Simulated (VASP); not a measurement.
Wanted: the native input for a VASP 6.6.1 run.

* Task: single point
* Functional: PBE
* Potentials or basis: VASP PAW PBE potentials, release 64 (Zn, S)
* Cutoff: 520 eV
* k mesh: 10 × 10 × 10
* Occupations: gaussian, width 0.05 eV
* Spin: no spin polarisation
* Dipole correction: no
* Further INCAR settings: ALGO = Normal; EDIFF = 1e-07; NBANDS = 16

The structure of ZnS lies in POSCAR:

```
ZnS
1.0
    0.0000000000      2.7808771056      2.5584069372
    2.7808771056      0.0000000000      2.5584069372
    2.7808771056      2.7808771056      0.0000000000
Zn S
1 1
Direct
    0.0000000000      0.0000000000      0.0000000000
    0.7500000000      0.7500000000      0.7500000000
```

This cell differs from its parent crystal: ratio of the length along z to the lengths across it x 0.92, volume and fractional coordinates fixed.

These files were run (other wordings do the same):

INCAR

```
PREC = Accurate
ENCUT = 520
EDIFF = 1E-7
ISMEAR = 0
SIGMA = 0.05
LREAL = False
LASPH = True
NELM = 80
ALGO = Normal
ISIF = 2
LWAVE = False
LCHARG = False
GGA = PE
NBANDS = 16
```

KPOINTS

```
regular mesh
0
Gamma
  10 10 10
```

Potentials or basis: VASP PAW PBE potentials, release 64 (Zn, S).

Run with:

```sh
$ cat potpaw_PBE.64/Zn/POTCAR potpaw_PBE.64/S/POTCAR > POTCAR
$ mpirun -np 1 vasp_std > vasp.out
```

It gave:

```yaml
Pressure: 1.4 GPa
Band_gap_on_the_k_mesh: 1.92 eV, direct
```

Run time: 30 s on 1 thread of Intel(R) Xeon(R) 6975P-C (Granite Rapids) (shared host), peak memory 0.2 GiB.
